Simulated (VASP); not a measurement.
Write the native input for VASP 6.6.1 that does the following.

```
Task                   : single point
Functional             : r2SCAN
Potentials or basis    : VASP PAW PBE potentials, release 64 (La, H)
Cutoff                 : 520 eV
k mesh                 : 11 × 11 × 11
Occupations            : fermi-dirac, width 0.1 eV
Spin                   : no spin polarisation
Dipole correction      : no
Further INCAR settings : ALGO = Normal; EDIFF = 1e-06; NBANDS = 15
```

Crystal: LaH3.

```xyz
4
Lattice="0.0000 2.7865 2.7865 2.7865 0.0000 2.7865 2.7865 2.7865 0.0000" Properties=species:S:1:pos:R:3 pbc="T T T"
La    0.0000    0.0000    0.0000
H     2.7865    2.7865    2.7865
H     4.1797    4.1797    4.1797
H     1.3932    1.3932    1.3932
```

These files were run (other wordings do the same):

POSCAR

```
LaH3
1.0
    0.0000000000      2.7864790000      2.7864790000
    2.7864790000      0.0000000000      2.7864790000
    2.7864790000      2.7864790000      0.0000000000
La H
1 3
Direct
    0.0000000000      0.0000000000      0.0000000000
    0.5000000000      0.5000000000      0.5000000000
    0.7500000000      0.7500000000      0.7500000000
    0.2500000000      0.2500000000      0.2500000000
```

INCAR.step1

```
SYSTEM = LaH3
PREC = Accurate
ENCUT = 520
ISMEAR = -1
SIGMA = 0.1
LREAL = .False.
LASPH = .True.
NELM = 80
NBANDS = 15
GGA = PE
ALGO = Normal
EDIFF = 1E-4
LWAVE = .True.
LCHARG = .False.
```

INCAR.step2

```
SYSTEM = LaH3
PREC = Accurate
ENCUT = 520
EDIFF = 1E-6
ISMEAR = -1
SIGMA = 0.1
LREAL = .False.
LASPH = .True.
NELM = 80
ALGO = Normal
ISIF = 2
LWAVE = .False.
LCHARG = .False.
METAGGA = R2SCAN
LMIXTAU = .True.
NBANDS = 15
ISTART = 1
```

KPOINTS

```
regular mesh
0
Gamma
  11 11 11
  0 0 0
```

Potentials or basis: VASP PAW PBE potentials, release 64 (La, H).

Launch:

```console
$ cat potpaw_PBE.64/La/POTCAR potpaw_PBE.64/H/POTCAR > POTCAR
$ cp INCAR.step1 INCAR
$ mpirun -np 1 vasp_std > vasp.out
$ cp INCAR.step2 INCAR
$ mpirun -np 1 vasp_std > vasp.out
```

It gave:

- Pressure: -0.4 GPa

Caveat: the PAW data sets were made with another functional, which shifts forces and pressure a little.

It took 3.8 min on 1 thread of Oxide Virtual Turin-like Processor, with other jobs on the host, peak memory 0.17 GiB.
